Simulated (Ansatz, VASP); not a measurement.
# HPbNO4 in VASP and in Ansatz

INCAR

```
ALGO = Normal
EDIFF = 1E-7
ENCUT = 520
GGA = PE
ISIF = 2
ISMEAR = -1
LASPH = T
LCHARG = T
LELF = T
LREAL = F
LVHAR = T
LWAVE = F
NBANDS = 31
NELM = 100
PREC = Accurate
SIGMA = 0.05
```

KPOINTS

```
k-points
0
Gamma
  5 5 3
```

The input POSCAR:

```
HPbNO4
1.0
    4.1992300000      0.1111700000      0.1681700000
    1.9160000000      3.8913200000      0.1256800000
    1.7608500000      1.2525900000      6.3726600000
H Pb N O
1 1 1 4
Direct
    0.8914500000      0.6820200000      0.6279600000
    0.1442600000      0.9287200000      0.8835200000
    0.2567000000      0.2886100000      0.3017100000
    0.8310800000      0.6505600000      0.7840500000
    0.3869400000      0.2238000000      0.1129500000
    0.3110400000      0.0357600000      0.4585600000
    0.0772600000      0.6063300000      0.3227500000
```

The input input.yaml:

```yaml
crystal:
  lattice:
    - [4.19923, 0.11117, 0.16817]
    - [1.916, 3.89132, 0.12568]
    - [1.76085, 1.25259, 6.37266]
  atoms:
    - { symbol: H, position: [0.89145, 0.68202, 0.62796] }
    - { symbol: Pb, position: [0.14426, 0.92872, 0.88352] }
    - { symbol: "N", position: [0.2567, 0.28861, 0.30171] }
    - { symbol: O, position: [0.83108, 0.65056, 0.78405] }
    - { symbol: O, position: [0.38694, 0.2238, 0.11295] }
    - { symbol: O, position: [0.31104, 0.03576, 0.45856] }
    - { symbol: O, position: [0.07726, 0.60633, 0.32275] }
hamiltonian:
  xc: pbe
  pseudopotentials: { kind: paw }
kpoints:
  mp_grid: { grid: [5, 5, 3] }
scf:
  occupations: { method: fermi_dirac, width: 0.05 }
  n_extra_bands: 28
output:
  eigenvalues: true
  optics: { e_range: [0, 14], sigma: 0.05, nscf_kmesh: { grid: [7, 7, 4] } }
  write_density: true
  write_potential: true
  elf: true
  volumetric_format: npy
```

Alike in both runs: functional PBE; k mesh 5 × 5 × 3; occupations fermi-dirac, width 0.05 eV; no spin polarisation.

```csv
,VASP,Ansatz
version,VASP 6.6.1,Ansatz 0.2.0
potentials or method,"VASP PAW PBE potentials, release 64 (H, Pb_d, N, O)",Ansatz PAW
plane-wave cutoff (eV),520,420
valence electrons in the cell,44,44
task,single point,optical spectrum
```

```tsv
	VASP	Ansatz	Ansatz less VASP
gap on the k mesh at the Fermi level (eV)	2.84	2.87	+0.027
least direct gap on the mesh (eV)	2.85	2.88	+0.027
```

Neither program's run includes spin-orbit coupling. Noted on VASP's run: the standard files for N, O and F lose accuracy on very short bonds. Noted on Ansatz's run: odd divisions of the mesh miss points on the zone boundary, where band edges often lie, so the gap on the mesh can be too wide.
